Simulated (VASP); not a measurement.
Runs of VASP 6.6.1 on Ti. The structure is that of space group Fm-3m (No. 225), or close to it. The cells are those of the table. 

```tsv
level	potentials or basis	cell	gap on the mesh (eV)	pressure (GPa)
PBEsol	VASP PAW PBE potentials, release 64 (Ti_sv)	a = 2.642 Å, angles 60.0°, 1 atom	none	(a)
PBEsol	VASP PAW PBE potentials, release 64 (Ti_sv)	a = 2.394 Å, angles 60.0°, 1 atom	none	(b)
PBEsol	VASP PAW PBE potentials, release 64 (Ti_sv)	a = 2.524 Å, angles 60.0°, 1 atom	none	79.7
PBEsol	VASP PAW PBE potentials, release 64 (Ti_sv)	a = 2.870 Å, angles 60.0°, 1 atom	none	-0.3
LDA	VASP PAW LDA potentials, release 64 (Ti_sv)	a = 2.870 Å, angles 60.0°, 1 atom	none	-4.7
```

Alike in all rows: task single point; no spin polarisation; k mesh 16 × 16 × 16; cutoff (eV) 520; smearing fermi-dirac 0.1 eV.

Q: Estimate the missing entries.

A: (a) 41.5; (b) 143.2.

Caveats: the PAW data sets were made with another functional, which shifts forces and pressure a little (some runs).

A gap of «none» marks levels without a gap at the run's occupations.
